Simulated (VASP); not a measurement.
Runs of VASP 6.6.1 on C. The structure is that of space group P6_3/mmc (No. 194), or close to it. The cells are those of the table. 

```csv
task,cell,k mesh,cutoff (eV),gap on the mesh (eV),pressure (GPa),largest force (eV/Å)
relaxation of cell and atoms,"relaxed from a = 2.520, b = 2.520, c = 4.120 Å, angles 90.0, 90.0, 120.0°, 4 atoms",8 × 8 × 4,600,3.80,0.0,0.01
single point,"a = 2.524, b = 2.524, c = 4.199 Å, angles 90.0, 90.0, 120.0°, 4 atoms",12 × 12 × 7,520,3.45,0.4,0.01
single point,"a = 2.455, b = 2.455, c = 4.084 Å, angles 90.0, 90.0, 120.0°, 4 atoms",12 × 12 × 7,520,3.15,41.6,0.11
single point,"a = 2.419, b = 2.419, c = 4.024 Å, angles 90.0, 90.0, 120.0°, 4 atoms",12 × 12 × 7,520,2.97,(b),(a)
single point,"a = 2.557, b = 2.557, c = 4.254 Å, angles 90.0, 90.0, 120.0°, 4 atoms",12 × 12 × 7,520,3.58,-14.9,0.04
```

Alike in all rows: level RPBE; potentials or basis VASP PAW PBE potentials, release 64 (C); no spin polarisation; smearing fermi-dirac 0.05 eV.

Task: Estimate the missing entries.

Result: (a) 0.17; (b) 68.8.

Caveats: the PAW data sets were made with another functional, which shifts forces and pressure a little.

A k mesh can miss the band edges.
